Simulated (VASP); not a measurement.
# SnO2 (C2/m) in VASP: single point with PBE

Aim: the single point of SnO2 with PBE.

Program: VASP 6.6.1. These are calculated values, not measurements. Logs are shortened: lines on timing, memory, paths and dates and some standing lists are left out, and cuts for length are marked.

### Step 1. The cell of the first run

Symmetry: C2/m, No. 12, monoclinic system. Conventional cell: a = 5.580 Å, b = 3.235 Å, c = 5.151 Å, α = 90.00°, β = 99.52°, γ = 90.00°. Sn (site symmetry 2/m) has 6 O at 2.12 Å within 2.8 Å. O (site symmetry m) has 3 Sn at 2.12 Å and 3 O at 2.74 to 2.75 Å within 2.8 Å.

The cell was built from a structure type or drawn by symmetry, and may not be a known phase.

### Step 2. Single point, PBE

INCAR reads:

```
SYSTEM = SnO2
ALGO = Normal
EDIFF = 1E-6
ENCUT = 600
GGA = PE
GGA_COMPAT = .False.
ISIF = 2
ISMEAR = 0
LASPH = .True.
LCHARG = .False.
LREAL = .False.
LWAVE = .False.
NBANDS = 20
NELM = 120
PREC = Accurate
SIGMA = 0.15
```

KPOINTS reads:

```
k-points
0
Gamma
  5 5 3
  0 0 0
```

POSCAR reads:

```
SnO2
1.0
    2.7889234208     -1.6173921450     -0.0830642540
    2.7889234208      1.6173921450     -0.0830642540
   -0.6999766086      0.0000000000      5.1029620607
Sn O
1 2
Direct
    0.5000000000      0.5000000000      0.0000000000
    0.8030174628      0.8030174628      0.8014501489
    0.1969825372      0.1969825372      0.1985498511
```

Potentials or basis: VASP PAW PBE potentials, release 64 (Sn_d, O).

The run is started by

```console
$ cat potpaw_PBE.64/Sn_d/POTCAR potpaw_PBE.64/O/POTCAR > POTCAR
$ mpirun -np 1 vasp_std > vasp.out
```

OUTCAR:

```text
SYSTEM = SnO2
   EDIFF = 1E-6
   ENCUT = 600
   GGA = PE
   ISIF = 2
   ISMEAR = 0
   LASPH = .True.
   LREAL = .False.
   NELM = 120
   PREC = Accurate

 ion  position               nearest neighbor table
   1  0.500  0.500  0.000-   2 2.12   3 2.12   3 2.12   3 2.12   2 2.12   2 2.12
   2  0.803  0.803  0.801-   1 2.12   1 2.12   1 2.12
   3  0.197  0.197  0.199-   1 2.12   1 2.12   1 2.12

  LATTYP: Found a base centered monoclinic cell.
 ALAT       =     5.5803202479
 B/A-ratio  =     0.5796771773
 C/A-ratio  =     0.9230198674
 COS(beta)  =    -0.1653320954

  Lattice vectors:

 A1 = (   2.7889234208,  -1.6173921450,  -0.0830642540)
 A2 = (   2.7889234208,   1.6173921450,  -0.0830642540)
 A3 = (  -0.6999766086,   0.0000000000,   5.1029620607)

Analysis of symmetry for initial positions (statically):
=====================================================================
 Subroutine PRICEL returns:
 Original cell was already a primitive cell.

 Routine SETGRP: Setting up the symmetry group for a
 base centered monoclinic supercell.

 Subroutine GETGRP returns: Found  4 space group operations
 (whereof  4 operations were pure point group operations)
 out of a pool of  4 trial point group operations.

The static configuration has the point symmetry C_2h.

Analysis of symmetry for dynamics (positions and initial velocities):
=====================================================================
 Subroutine PRICEL returns:
 Original cell was already a primitive cell.

 Routine SETGRP: Setting up the symmetry group for a
 base centered monoclinic supercell.

 Subroutine GETGRP returns: Found  4 space group operations
 (whereof  4 operations were pure point group operations)
 out of a pool of  4 trial point group operations.

The dynamic configuration has the point symmetry C_2h.

 Subroutine INISYM returns: Found  4 space group operations
 (whereof  4 operations are pure point group operations),
 and found     1 'primitive' translations

----------------------------------------------------------------------------------------

                                     Primitive cell

  volume of cell :      45.8486

  direct lattice vectors                    reciprocal lattice vectors
     2.788923421 -1.617392145 -0.083064254     0.180016094 -0.309139624  0.024692924
     2.788923421  1.617392145 -0.083064254     0.180016094  0.309139624  0.024692924
    -0.699976609  0.000000000  5.102962061     0.005860480  0.000000000  0.196768502

  length of vectors
     3.225050522  3.225050522  5.150746455     0.358584497  0.358584497  0.196855755

  position of ions in fractional coordinates (direct lattice)
     0.500000000  0.500000000  0.000000000
     0.803017463  0.803017463  0.801450149
     0.196982537  0.196982537  0.198549851

  ion indices of the primitive-cell ions
   primitive index   ion index
                 1           1
                 2           2
                 3           3

----------------------------------------------------------------------------------------

 KPOINTS: k-points

Automatic generation of k-mesh.
 Grid dimensions read from file:
 generate k-points for:    5    5    3

 Generating k-lattice:

  Cartesian coordinates                     Fractional coordinates (reciprocal lattice)
     0.036003219 -0.061827925  0.004938585     0.200000000  0.000000000  0.000000000
     0.036003219  0.061827925  0.004938585     0.000000000  0.200000000  0.000000000
     0.001953493  0.000000000  0.065589501    -0.000000000 -0.000000000  0.333333333

  Length of vectors
     0.071716899  0.071716899  0.065618585

  Shift w.r.t. Gamma in fractional coordinates (k-lattice)
     0.000000000  0.000000000  0.000000000

 Subroutine IBZKPT returns following result:
 ===========================================

 Found     24 irreducible k-points:

 Following reciprocal coordinates:
            Coordinates               Weight
  0.000000  0.000000  0.000000      1.000000
  0.200000 -0.000000  0.000000      4.000000
  0.400000 -0.000000  0.000000      4.000000
  0.200000  0.200000  0.000000      2.000000
  0.400000  0.200000  0.000000      4.000000
 -0.400000  0.200000 -0.000000      4.000000
[... 16 lines left out ...]
 -0.200000 -0.400000  0.333333      4.000000
 -0.200000 -0.200000  0.333333      2.000000
   k-points           NKPTS =     24   k-points in BZ     NKDIM =     24   number of bands    NBANDS=     20
   number of dos      NEDOS =    301   number of ions     NIONS =      3
   total plane-waves  NPLWV =  32928
   dimension x,y,z NGX =    28 NGY =   28 NGZ =   42
   dimension x,y,z NGXF=    56 NGYF=   56 NGZF=   84
   ions per type =               1   2
   NGX,Y,Z   is equivalent  to a cutoff of  14.43, 14.43, 13.56 a.u.
   NGXF,Y,Z  is equivalent  to a cutoff of  28.87, 28.87, 27.11 a.u.
 SYSTEM =  SnO2
   PREC   = accura    normal or accurate (medium, high low for compatibility)
   ISTART =      0    job   : 0-new  1-cont  2-samecut
   ICHARG =      2    charge: 1-file 2-atom 10-const
   ISPIN  =      1    spin polarized calculation?
   LNONCOLLINEAR =      F non collinear calculations
   LSORBIT =      F    spin-orbit coupling
   LASPH  =      T    aspherical Exc in radial PAW
   ENCUT  =  600.0 eV  44.10 Ry    6.64 a.u.   6.44  6.44 10.29*2*pi/ulx,y,z
   NELM   =    120;   NELMIN=  2; NELMDL= -5     # of ELM steps
   EDIFF  = 0.1E-05   stopping-criterion for ELM
   LREAL  =      F    real-space projection
   EDIFFG = 0.1E-04   stopping-criterion for IOM
   NSW    =      0    number of steps for IOM
   IBRION =     -1    ionic relax: 0-MD 1-quasi-New 2-CG
   NFREE  =      0    steps in history (QN), initial steepest desc. (CG)
   ISIF   =      2    stress and relaxation
   ISYM   =      2    0-nonsym 1-usesym 2-fastsym
   POTIM  = 0.5000    time-step for ionic-motion
   TEBEG  =    0.0;   TEEND  =   0.0 temperature during run
   PSTRESS=    0.0 pullay stress
   NELECT =      26.0000    total number of electrons
   NUPDOWN=      -1.0000    fix difference up-down
   EMIN   =  10.00;   EMAX   =-10.00  energy-range for DOS
   EFERMI =   0.00;   METHOD = LEGACY
   ISMEAR =     0;   SIGMA  =   0.15  broadening in eV -4-tet -1-fermi 0-gaus
   EFERMI_NEDOS =   21; number of points for ismear=-14 and -15
   IALGO  =     38    algorithm
   IMIX   =      4    mixing-type and parameters
     AMIX     =   0.40;   BMIX     =  1.00
     AMIX_MAG =   1.60;   BMIX_MAG =  1.00
  volume/ion in A,a.u.               =      15.28       103.13
  Fermi-wavevector in a.u.,A,eV,Ry     =   1.355056  2.560684 24.982693  1.836176
  Thomas-Fermi vector in A             =   2.482175
   LORBIT       =      0    0 simple, 1 ext, 2 COOP (PROOUT), +10 PAW based schemes
   GGA     = PE    functional components
   LHFCALC =     F    Hartree Fock is set to
   AEXX    =    0.0000 exact exchange contribution
   IVDW    =     0    specifies the selected vdW correction
   LEPSILON=     F    determine dielectric tensor
   LRPA    =     F    only Hartree local field effects (RPA)
 non-spin polarized calculation
 Gauss-broadening in eV      SIGMA  =   0.15
  energy-cutoff  :      600.00
  volume of cell :       45.85
 maximum number of plane-waves:      1551
 NGX is ok and might be reduce to    28
   NGX = 13   NGY = 13   NGZ = 21

 number of electron      26.0000000 magnetization

 Free energy of the ion-electron system (eV)
  ---------------------------------------------------
  ext. energy  EPLUGINS =         0.00000000
  ---------------------------------------------------
  free energy    TOTEN  =       -18.18768844 eV

  energy without entropy =      -18.18768844  energy(sigma->0) =      -18.18768844

 E-fermi :   3.3104     XC(G=0):  -9.6088

 val. band max:        2.6615808390   @ k =   0.4000   0.4000   0.0000
 cond. band min:       4.7564714448   @ k =   0.0000   0.0000   0.0000
 fundamental gap:      2.0948906057
 Fermi energy:         3.3103514234

 k-point     1 :       0.0000    0.0000    0.0000
  band No.  band energies     occupation
      1     -17.3124      2.00000
      2     -17.0879      2.00000
      3     -17.0832      2.00000
      4     -16.9059      2.00000
      5     -16.9053      2.00000
      6     -15.2322      2.00000
[... 12 lines left out ...]
     19      19.6512      0.00000
     20      19.9407      0.00000

 k-point     2 :       0.2000   -0.0000    0.0000
  band No.  band energies     occupation
      1     -17.4047      2.00000
      2     -17.1466      2.00000
      3     -17.0212      2.00000
      4     -16.9523      2.00000
      5     -16.8949      2.00000
      6     -14.9497      2.00000
[... 12 lines left out ...]
     19      16.4607      0.00000
     20      20.0116      0.00000

 k-point     3 :       0.4000   -0.0000    0.0000
  band No.  band energies     occupation
      1     -17.8112      2.00000
      2     -17.0498      2.00000
      3     -16.9987      2.00000
      4     -16.9013      2.00000
      5     -16.7927      2.00000
      6     -14.2505      2.00000
[... 12 lines left out ...]
     19      15.3903      0.00000
     20      16.8038      0.00000

 k-point     4 :       0.2000    0.2000    0.0000
  band No.  band energies     occupation
      1     -17.4007      2.00000
      2     -17.1494      2.00000
      3     -17.0228      2.00000
      4     -16.9523      2.00000
      5     -16.8948      2.00000
      6     -14.9514      2.00000
[... 12 lines left out ...]
     19      16.2958      0.00000
     20      20.4941      0.00000

 k-point     5 :       0.4000    0.2000    0.0000
  band No.  band energies     occupation
      1     -17.6161      2.00000
      2     -17.1991      2.00000
      3     -16.9761      2.00000
      4     -16.9748      2.00000
      5     -16.8299      2.00000
      6     -14.2869      2.00000
[... 12 lines left out ...]
     19      15.8795      0.00000
     20      18.0974      0.00000
[... 353 lines left out ...]
      6     -13.5524      2.00000
[... 12 lines left out ...]
     19      16.2119      0.00000
     20      17.0916      0.00000

 k-point    22 :      -0.4000   -0.4000    0.3333
  band No.  band energies     occupation
      1     -17.8153      2.00000
      2     -17.0504      2.00000
      3     -16.9997      2.00000
      4     -16.9009      2.00000
      5     -16.7908      2.00000
      6     -14.2334      2.00000
[... 12 lines left out ...]
     19      15.3880      0.00000
     20      18.6201      0.00000

 k-point    23 :      -0.2000   -0.4000    0.3333
  band No.  band energies     occupation
      1     -17.6176      2.00000
      2     -17.1988      2.00000
      3     -16.9763      2.00000
      4     -16.9747      2.00000
      5     -16.8297      2.00000
      6     -14.2737      2.00000
[... 12 lines left out ...]
     19      15.9158      0.00000
     20      18.0812      0.00000

 k-point    24 :      -0.2000   -0.2000    0.3333
  band No.  band energies     occupation
      1     -17.4028      2.00000
      2     -17.1493      2.00000
      3     -17.0229      2.00000
      4     -16.9524      2.00000
      5     -16.8948      2.00000
      6     -14.9243      2.00000
[... 12 lines left out ...]
     19      16.5166      0.00000
     20      19.9294      0.00000

------------------------ aborting loop because EDIFF is reached ----------------------------------------

  FORCE on cell =-STRESS in cart. coord.  units (eV):
  Direction    XX          YY          ZZ          XY          YZ          ZX
  --------------------------------------------------------------------------------------
  -------------------------------------------------------------------------------------
  Total        0.2757959      0.2106378      0.1737630      0.0000000      0.0000000     -0.0728398
  in kB        9.6376686      7.3607241      6.0721386      0.0000000      0.0000000     -2.5453812
  external PRESSURE =       7.6901771 kB  Pullay stress =       0.0000000 kB

 VOLUME and BASIS-vectors are now :
 -----------------------------------------------------------------------------
  energy-cutoff  :      600.00
  volume of cell :       45.85
      direct lattice vectors                 reciprocal lattice vectors
     2.788923421 -1.617392145 -0.083064254     0.180016094 -0.309139624  0.024692924
     2.788923421  1.617392145 -0.083064254     0.180016094  0.309139624  0.024692924
    -0.699976609  0.000000000  5.102962061     0.005860480  0.000000000  0.196768502

 POSITION                                       TOTAL-FORCE (eV/Angst)
 -----------------------------------------------------------------------------------
      2.78892      0.00000     -0.08306         0.000000     -0.000000      0.000000
      3.91811      0.00000      3.95637         0.003013      0.000000     -0.064176
      0.95976      0.00000      0.98047        -0.003013      0.000000      0.064176
 -----------------------------------------------------------------------------------
    total drift:                                0.000000      0.000000     -0.000000

  FREE ENERGIE OF THE ION-ELECTRON SYSTEM (eV)
  ---------------------------------------------------
  free  energy   TOTEN  =       -18.1876884419 eV

  energy  without entropy=      -18.1876884418  energy(sigma->0) =      -18.18768844
```

Wall time 14 s (1 thread of AMD EPYC 9R45 (Zen 5), shared host); peak memory 0.15 GiB.

Results:

* Free energy: -18.1877 eV
* Pressure: 0.8 GPa
* Largest force: 0.064 eV/Å
* Band gap on the k mesh: 2.09 eV (least direct gap 2.33 eV)

Forces in eV/Å, atoms in the order of the input:
```
Sn   0.000  0.000  0.000
O    0.003  0.000 -0.064
O   -0.003  0.000  0.064
```

Caveat: the k points lie up to 0.45 Å⁻¹ apart; spin-orbit coupling is left out, which moves the levels of the heavy elements; an odd mesh through Γ misses points on the zone boundary, where band edges can lie.
